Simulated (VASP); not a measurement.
# In (Im-3m) in VASP: a series of runs

The runs below take In through relaxation of cell and atoms, with PBE.

Program: VASP 6.6.1. These are calculated values, not measurements. Logs are shortened: lines on timing, memory, paths and dates and some standing lists are left out, and cuts for length are marked.

## Step 1: The cell of the first run

It takes space group Im-3m (No. 229, cubic). The conventional cell has a = 3.412 Å, b = 3.412 Å, c = 3.412 Å, α = 90.00°, β = 90.00°, γ = 90.00°. Within 3.9 Å of In (site symmetry m-3m) lie 14 In at 2.95 to 3.41 Å.

## Step 2: Relaxation of cell and atoms, PBE, target pressure 28 GPa, at which the enthalpy is minimised

The input, INCAR:

```
SYSTEM = In
PREC = Accurate
ENCUT = 600
EDIFF = 1E-6
ISMEAR = -1
SIGMA = 0.08
LREAL = .False.
LASPH = .True.
NELM = 80
ALGO = Normal
ISIF = 3
LWAVE = .False.
LCHARG = .False.
GGA = PE
IBRION = 2
NSW = 60
EDIFFG = -0.005
PSTRESS = 280.0
```

The input, KPOINTS:

```
regular mesh
0
Gamma
  16 16 16
  0 0 0
```

The input, POSCAR:

```
In
1.0
   -1.7058620226      1.7058620226      1.7058620226
    1.7058620226     -1.7058620226      1.7058620226
    1.7058620226      1.7058620226     -1.7058620226
In
1
Direct
    0.0000000000      0.0000000000      0.0000000000
```

Potentials or basis: VASP PAW PBE potentials, release 64 (In_d).

Started as:

```console
$ cat potpaw_PBE.64/In_d/POTCAR > POTCAR
$ mpirun -np 1 vasp_std > vasp.out
```

OUTCAR:

```text
SYSTEM = In
   PREC = Accurate
   ENCUT = 600
   EDIFF = 1E-6
   ISMEAR = -1
   LREAL = .False.
   LASPH = .True.
   NELM = 80
   ISIF = 3
   GGA = PE
   IBRION = 2
   NSW = 60
   EDIFFG = -0.005
   PSTRESS = 280.0

 ion  position               nearest neighbor table
   1  0.000  0.000  0.000-

  LATTYP: Found a body centered cubic cell.
 ALAT       =     3.4117240452

  Lattice vectors:

 A1 = (  -1.7058620226,   1.7058620226,   1.7058620226)
 A2 = (   1.7058620226,  -1.7058620226,   1.7058620226)
 A3 = (   1.7058620226,   1.7058620226,  -1.7058620226)

Analysis of symmetry for initial positions (statically):
=====================================================================
 Subroutine PRICEL returns:
 Original cell was already a primitive cell.

 Routine SETGRP: Setting up the symmetry group for a
 body centered cubic supercell.

 Subroutine GETGRP returns: Found 48 space group operations
 (whereof 48 operations were pure point group operations)
 out of a pool of 48 trial point group operations.

The static configuration has the point symmetry O_h .

Analysis of symmetry for dynamics (positions and initial velocities):
=====================================================================
 Subroutine PRICEL returns:
 Original cell was already a primitive cell.

 Routine SETGRP: Setting up the symmetry group for a
 body centered cubic supercell.

 Subroutine GETGRP returns: Found 48 space group operations
 (whereof 48 operations were pure point group operations)
 out of a pool of 48 trial point group operations.

The dynamic configuration has the point symmetry O_h .

 Subroutine INISYM returns: Found 48 space group operations
 (whereof 48 operations are pure point group operations),
 and found     1 'primitive' translations

----------------------------------------------------------------------------------------

                                     Primitive cell

  volume of cell :      19.8560

  direct lattice vectors                    reciprocal lattice vectors
    -1.705862023  1.705862023  1.705862023     0.000000000  0.293106941  0.293106941
     1.705862023 -1.705862023  1.705862023     0.293106941  0.000000000  0.293106941
     1.705862023  1.705862023 -1.705862023     0.293106941  0.293106941  0.000000000

  length of vectors
     2.954639694  2.954639694  2.954639694     0.414515812  0.414515812  0.414515812

  position of ions in fractional coordinates (direct lattice)
     0.000000000  0.000000000  0.000000000

  ion indices of the primitive-cell ions
   primitive index   ion index
                 1           1

----------------------------------------------------------------------------------------

 KPOINTS: regular mesh

Automatic generation of k-mesh.
 Grid dimensions read from file:
 generate k-points for:   16   16   16

 Generating k-lattice:

  Cartesian coordinates                     Fractional coordinates (reciprocal lattice)
     0.000000000  0.018319184  0.018319184     0.062500000  0.000000000  0.000000000
     0.018319184  0.000000000  0.018319184     0.000000000  0.062500000  0.000000000
     0.018319184  0.018319184  0.000000000     0.000000000  0.000000000  0.062500000

  Length of vectors
     0.025907238  0.025907238  0.025907238

  Shift w.r.t. Gamma in fractional coordinates (k-lattice)
     0.000000000  0.000000000  0.000000000

 Subroutine IBZKPT returns following result:
 ===========================================

 Found    145 irreducible k-points:

 Following reciprocal coordinates:
            Coordinates               Weight
  0.000000  0.000000  0.000000      1.000000
  0.062500  0.000000  0.000000     12.000000
  0.125000  0.000000  0.000000     12.000000
  0.187500  0.000000  0.000000     12.000000
  0.250000  0.000000  0.000000     12.000000
  0.312500  0.000000  0.000000     12.000000
[... 16 lines left out ...]
  0.187500  0.187500  0.000000     24.000000
  0.250000  0.187500  0.000000     48.000000
 [... further k-points ...]
   k-points           NKPTS =    145   k-points in BZ     NKDIM =    145   number of bands    NBANDS=     10
   number of dos      NEDOS =    301   number of ions     NIONS =      1
   total plane-waves  NPLWV =  13824
   dimension x,y,z NGX =    24 NGY =   24 NGZ =   24
   dimension x,y,z NGXF=    48 NGYF=   48 NGZF=   48
   ions per type =               1
   NGX,Y,Z   is equivalent  to a cutoff of  13.50, 13.50, 13.50 a.u.
   NGXF,Y,Z  is equivalent  to a cutoff of  27.01, 27.01, 27.01 a.u.
 SYSTEM =  In
   PREC   = accura    normal or accurate (medium, high low for compatibility)
   ISTART =      0    job   : 0-new  1-cont  2-samecut
   ICHARG =      2    charge: 1-file 2-atom 10-const
   ISPIN  =      1    spin polarized calculation?
   LNONCOLLINEAR =      F non collinear calculations
   LSORBIT =      F    spin-orbit coupling
   LASPH  =      T    aspherical Exc in radial PAW
   ENCUT  =  600.0 eV  44.10 Ry    6.64 a.u.   5.90  5.90  5.90*2*pi/ulx,y,z
   NELM   =     80;   NELMIN=  2; NELMDL= -5     # of ELM steps
   EDIFF  = 0.1E-05   stopping-criterion for ELM
   LREAL  =      F    real-space projection
   EDIFFG = -.5E-02   stopping-criterion for IOM
   NSW    =     60    number of steps for IOM
   IBRION =      2    ionic relax: 0-MD 1-quasi-New 2-CG
   NFREE  =      1    steps in history (QN), initial steepest desc. (CG)
   ISIF   =      3    stress and relaxation
   ISYM   =      2    0-nonsym 1-usesym 2-fastsym
   POTIM  = 0.5000    time-step for ionic-motion
   TEBEG  =    0.0;   TEEND  =   0.0 temperature during run
   PSTRESS=  280.0 pullay stress
   NELECT =      13.0000    total number of electrons
   NUPDOWN=      -1.0000    fix difference up-down
   EMIN   =  10.00;   EMAX   =-10.00  energy-range for DOS
   EFERMI =   0.00;   METHOD = LEGACY
   ISMEAR =    -1;   SIGMA  =   0.08  broadening in eV -4-tet -1-fermi 0-gaus
   EFERMI_NEDOS =   21; number of points for ismear=-14 and -15
   IALGO  =     38    algorithm
   IMIX   =      4    mixing-type and parameters
     AMIX     =   0.40;   BMIX     =  1.00
     AMIX_MAG =   1.60;   BMIX_MAG =  1.00
  volume/ion in A,a.u.               =      19.86       133.99
  Fermi-wavevector in a.u.,A,eV,Ry     =   1.421539  2.686319 27.494280  2.020773
  Thomas-Fermi vector in A             =   2.542338
   LORBIT       =      0    0 simple, 1 ext, 2 COOP (PROOUT), +10 PAW based schemes
   GGA     = PE    functional components
   LHFCALC =     F    Hartree Fock is set to
   AEXX    =    0.0000 exact exchange contribution
   IVDW    =     0    specifies the selected vdW correction
   LEPSILON=     F    determine dielectric tensor
   LRPA    =     F    only Hartree local field effects (RPA)
 conjugate gradient relaxation of ions
 non-spin polarized calculation
  energy-cutoff  :      600.00
  volume of cell :       19.86
 maximum number of plane-waves:       682
   NGX = 11   NGY = 11   NGZ = 11

--------------------------------------- Ionic step        1  -------------------------------------------

 number of electron      13.0000004 magnetization

 Free energy of the ion-electron system (eV)
  ---------------------------------------------------
  ext. energy  EPLUGINS =         0.00000000
  ---------------------------------------------------
  free energy    TOTEN  =        -2.06244294 eV

  energy without entropy =       -2.05238277  energy(sigma->0) =       -2.05741286

------------------------ aborting loop because EDIFF is reached ----------------------------------------

  FORCE on cell =-STRESS in cart. coord.  units (eV):
  Direction    XX          YY          ZZ          XY          YZ          ZX
  --------------------------------------------------------------------------------------
  -------------------------------------------------------------------------------------
  Total        3.4358273      3.4358273      3.4358273      0.0000000      0.0000000      0.0000000
  in kB      277.2363772    277.2363772    277.2363772      0.0000000      0.0000000      0.0000000
  external PRESSURE =      -2.7636228 kB  Pullay stress =     280.0000000 kB
[... 59 lines left out ...]
  enthalpy is  TOTEN    =         1.4077273847 eV   P V=        3.4529047376

--------------------------------------- Ionic step        3  -------------------------------------------

 number of electron      13.0000004 magnetization

 Free energy of the ion-electron system (eV)
  ---------------------------------------------------
  ext. energy  EPLUGINS =         0.00000000
  ---------------------------------------------------
  free energy    TOTEN  =        -2.05716726 eV

  energy without entropy =       -2.04712808  energy(sigma->0) =       -2.05214767

 E-fermi :  11.2600     XC(G=0): -11.6457

 val. band max:       11.2481711117   @ k =   0.2500   0.1875   0.1250
 cond. band min:      11.3111963662   @ k =   0.3125   0.0625   0.0625
 fundamental gap:      0.0630252546
 Fermi energy:        11.2599943853

 k-point     1 :       0.0000    0.0000    0.0000
  band No.  band energies     occupation
      1      -4.0152      2.00000
      2      -4.0152      2.00000
      3      -4.0152      2.00000
      4      -3.4696      2.00000
      5      -3.4696      2.00000
      6      -0.5648      2.00000
      7      24.8952      0.00000
      8      24.8952      0.00000
      9      24.8952      0.00000
     10      25.7966      0.00000
[... 287 lines left out ...]
 k-point    24 :       0.2500    0.1875    0.0000
  band No.  band energies     occupation
      1      -4.1721      2.00000
      2      -3.9981      2.00000
      3      -3.5580      2.00000
      4      -3.5420      2.00000
      5      -3.3610      2.00000
      6       3.8135      2.00000
      7      12.8606      0.00000
      8      14.7541      0.00000
      9      19.3827      0.00000
     10      24.8894      0.00000

 [... further k-points ...]

------------------------ aborting loop because EDIFF is reached ----------------------------------------

  FORCE on cell =-STRESS in cart. coord.  units (eV):
  Direction    XX          YY          ZZ          XY          YZ          ZX
  --------------------------------------------------------------------------------------
  -------------------------------------------------------------------------------------
  Total        3.4656720      3.4656720      3.4656720     -0.0000000      0.0000000     -0.0000000
  in kB      280.0720917    280.0720917    280.0720917     -0.0000000      0.0000000     -0.0000000
  external PRESSURE =       0.0720917 kB  Pullay stress =     280.0000000 kB
[... 16 lines left out ...]
  FREE ENERGIE OF THE ION-ELECTRON SYSTEM (eV)
  ---------------------------------------------------
  free  energy   TOTEN  =        -2.0571672592 eV

  energy  without entropy=       -2.0471280816  energy(sigma->0) =       -2.05214767

  enthalpy is  TOTEN    =         1.4076126256 eV   P V=        3.4647798848

 reached required accuracy - stopping structural energy minimisation
```

Wall time 30 s (1 thread of AMD EPYC 9R45 (Zen 5), shared host); peak memory 0.14 GiB.

What came out:

* Free energy: -2.0572 eV
* Relaxed volume: 19.83 Å³/atom
* Relaxed cell: a = 2.953 Å, b = 2.953 Å, c = 2.953 Å, α = 109.47°, β = 109.47°, γ = 109.47°
* Space group after relaxing (to 0.05 Å): Im-3m (No. 229)
* Energy change on relaxing (the enthalpy is what falls): +5.3 meV/atom
* Ionic steps: 3
* Pressure after relaxing: 28.0 GPa

Step by step:
```
step  energy change (eV)  largest force (eV/Å)  pressure (GPa)  volume (Å³)
   1              0.0000                0.0000           27.72        19.86
   2              0.0173                0.0000           28.54        19.76
   3              0.0053                0.0000           28.01        19.83
```

Final structure:
```
In
1.0
    -1.70499    1.70499    1.70499
     1.70499   -1.70499    1.70499
     1.70499    1.70499   -1.70499
In
1
Direct
  0.00000 0.00000 0.00000
```

Caveat: the cell is relaxed towards a set pressure, so the enthalpy falls and the energy may rise; spin-orbit coupling is left out, which moves the levels of the heavy elements.

## Step 3: Relaxation of cell and atoms, PBE, target pressure 28 GPa, at which the enthalpy is minimised

The input, INCAR:

```
ALGO = Normal ; EDIFF = 1E-6
EDIFFG = -0.005 ; ENCUT = 600
GGA = PE ; IBRION = 2
ISIF = 3 ; ISMEAR = -1
LASPH = T ; LCHARG = F
LREAL = F ; LWAVE = F
NELM = 100 ; NSW = 32
PREC = Accurate ; PSTRESS = 280.0
SIGMA = 0.08
```

The input, KPOINTS:

```
k-points
0
Gamma
  16 16 16
```

The input, POSCAR:

```
In
1.0
   -1.7047575038      1.7047575038      1.7047575038
    1.7047575038     -1.7047575038      1.7047575038
    1.7047575038      1.7047575038     -1.7047575038
In
1
Direct
    0.0000000000      0.0000000000      0.0000000000
```

Potentials or basis: VASP PAW PBE potentials, release 64 (In_d).

Started as:

```console
$ cat potpaw_PBE.64/In_d/POTCAR > POTCAR
$ mpirun -np 1 vasp_std > vasp.out
```

OUTCAR:

```text
EDIFF = 1E-6
   EDIFFG = -0.005
   ENCUT = 600
   GGA = PE
   IBRION = 2
   ISIF = 3
   ISMEAR = -1
   LASPH = T
   LREAL = F
   NELM = 100
   NSW = 32
   PREC = Accurate
   PSTRESS = 280.0

 ion  position               nearest neighbor table
   1  0.000  0.000  0.000-

  LATTYP: Found a body centered cubic cell.
 ALAT       =     3.4095150076

  Lattice vectors:

 A1 = (  -1.7047575038,   1.7047575038,   1.7047575038)
[... 486 lines left out ...]
      4      -3.5363      2.00000
      5      -3.3551      2.00000
      6       3.8177      2.00000
      7      12.8679      0.00000
      8      14.7614      0.00000
      9      19.3912      0.00000
     10      24.8982      0.00000

 [... further k-points ...]
[... 5 lines left out ...]
  --------------------------------------------------------------------------------------
  -------------------------------------------------------------------------------------
  Total        3.4668173      3.4668173      3.4668173      0.0000000      0.0000000     -0.0000000
  in kB      280.2810389    280.2810389    280.2810389      0.0000000      0.0000000     -0.0000000
  external PRESSURE =       0.2810389 kB  Pullay stress =     280.0000000 kB

 VOLUME and BASIS-vectors are now :
 -----------------------------------------------------------------------------
  energy-cutoff  :      600.00
  volume of cell :       19.82
      direct lattice vectors                 reciprocal lattice vectors
    -1.704757504  1.704757504  1.704757504     0.000000000  0.293296847  0.293296847
     1.704757504 -1.704757504  1.704757504     0.293296847  0.000000000  0.293296847
     1.704757504  1.704757504 -1.704757504     0.293296847  0.293296847  0.000000000

 POSITION                                       TOTAL-FORCE (eV/Angst)
 -----------------------------------------------------------------------------------
      0.00000      0.00000      0.00000         0.000000      0.000000      0.000000
 -----------------------------------------------------------------------------------
    total drift:                               -0.000000      0.000000      0.000000

  FREE ENERGIE OF THE ION-ELECTRON SYSTEM (eV)
  ---------------------------------------------------
  free  energy   TOTEN  =        -2.0557202353 eV

  energy  without entropy=       -2.0456868423  energy(sigma->0) =       -2.05070354

  enthalpy is  TOTEN    =         1.4076209106 eV   P V=        3.4633411459

 reached required accuracy - stopping structural energy minimisation
```

OSZICAR:

```text
N       E                     dE             d eps       ncg     rms          rms(c)
DAV:   1     0.749987274127E+02    0.74999E+02   -0.71412E+03  2904   0.200E+03
DAV:   2     0.481862930140E+00   -0.74517E+02   -0.73265E+02  2932   0.310E+02
DAV:   3    -0.206226402389E+01   -0.25441E+01   -0.25318E+01  3346   0.662E+01
DAV:   4    -0.211613390538E+01   -0.53870E-01   -0.53851E-01  3688   0.920E+00
DAV:   5    -0.211812276644E+01   -0.19889E-02   -0.19888E-02  3644   0.149E+00    0.413E+00
DAV:   6    -0.206982909823E+01    0.48294E-01   -0.71072E-02  3486   0.687E+00    0.203E+00
DAV:   7    -0.205686153688E+01    0.12968E-01   -0.22708E-02  4092   0.365E+00    0.392E-01
DAV:   8    -0.205571580366E+01    0.11457E-02   -0.13008E-03  3364   0.744E-01    0.414E-02
DAV:   9    -0.205571909054E+01   -0.32869E-05   -0.19042E-05  4298   0.735E-02    0.167E-02
DAV:  10    -0.205572055108E+01   -0.14605E-05   -0.18616E-06  2846   0.248E-02    0.268E-03
DAV:  11    -0.205572023528E+01    0.31579E-06   -0.20915E-07  1812   0.663E-03
   1 F= 0.14076209E+01 E0= 0.14126376E+01  d E =0.140762E+01
```

CONTCAR:

```text
In
   1.00000000000000
    -1.7047575038000000    1.7047575038000000    1.7047575038000000
     1.7047575038000000   -1.7047575038000000    1.7047575038000000
     1.7047575038000000    1.7047575038000000   -1.7047575038000000
  In
     1
Direct
     0.0000000000000000    0.0000000000000000    0.0000000000000000

  0.00000000E+00  0.00000000E+00  0.00000000E+00
```

It took 13 s on 1 thread of AMD EPYC 9R45 (Zen 5), shared host; peak memory 0.13 GiB.

What came out:

| Quantity | Value |
| --- | --- |
| Free energy | -2.0557 eV |
| Pressure after relaxing | 28.0 GPa |

Final structure:
```
In
1.0
    -1.70476    1.70476    1.70476
     1.70476   -1.70476    1.70476
     1.70476    1.70476   -1.70476
In
1
Direct
  0.00000 0.00000 0.00000
```

Levels at points of the mesh, in eV from the Fermi level:
| k point | band 3 | band 4 | band 5 | band 6 | band 7 | band 8 | band 9 | band 10 |
| --- | --- | --- | --- | --- | --- | --- | --- | --- |
| (0.00, 0.00, 0.00) | -15.28 | -14.73 | -14.73 | -11.83 | 13.64 | 13.64 | 13.64 | 14.54 |
| (0.50, 0.00, 0.00) | -14.76 | -14.72 | -14.38 | -4.59 | -3.97 | 7.25 | 8.15 | 11.77 |
| (0.50, 0.50, 0.50) | -14.47 | -14.47 | -14.47 | 1.13 | 1.13 | 1.13 | 3.30 | 5.81 |

Caveat: the relaxation stopped at its first step, so nothing moved; the cell is relaxed towards a set pressure, so the enthalpy falls and the energy may rise; spin-orbit coupling is left out, which moves the levels of the heavy elements.
